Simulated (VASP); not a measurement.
Input of a VASP 6.6.1 run:

POSCAR

```
BiTe
1.0
   -0.7010703083      2.9251554243      2.9251554243
    2.9251554243     -0.7010703083      2.9251554243
    2.9251554243      2.9251554243     -0.7010703083
Bi Te
1 1
Direct
    0.0000000000      0.0000000000      0.0000000000
    0.5000000000      0.5000000000      0.5000000000
```

INCAR.step1

```
  PREC = Accurate
  ENCUT = 520
  ISMEAR = 0
  SIGMA = 0.15
  LREAL = F
  LASPH = T
  NELM = 80
  NBANDS = 18
  GGA = PE
  ALGO = Normal
  EDIFF = 1E-4
  LWAVE = T
  LCHARG = F
```

File INCAR.step2:

```
  PREC = Accurate
  ENCUT = 520
  EDIFF = 1E-6
  ISMEAR = 0
  SIGMA = 0.15
  LREAL = F
  LASPH = T
  NELM = 80
  ALGO = Normal
  ISIF = 2
  LWAVE = F
  LCHARG = F
  METAGGA = R2SCAN
  LMIXTAU = T
  NBANDS = 18
  ISTART = 1
```

Contents of KPOINTS:

```
Automatic mesh
0
Gamma
  14 14 14
```

Potentials or basis: VASP PAW PBE potentials, release 64 (Bi_d, Te).

The run is started by

```console
$ cat potpaw_PBE.64/Bi_d/POTCAR potpaw_PBE.64/Te/POTCAR > POTCAR
$ cp INCAR.step1 INCAR
$ mpirun -np 1 vasp_std > vasp.out
$ cp INCAR.step2 INCAR
$ mpirun -np 1 vasp_std > vasp.out
```

(1) Estimate the pressure.

(2) Predict the band gap on the k mesh.

## Answers

(1) -2.7 GPa.

(2) zero (an odd number of electrons rules out a gap without spin polarisation).

Caveat: the PAW data sets were made with another functional, which shifts forces and pressure a little; spin-orbit coupling is left out, which moves the levels of the heavy elements.
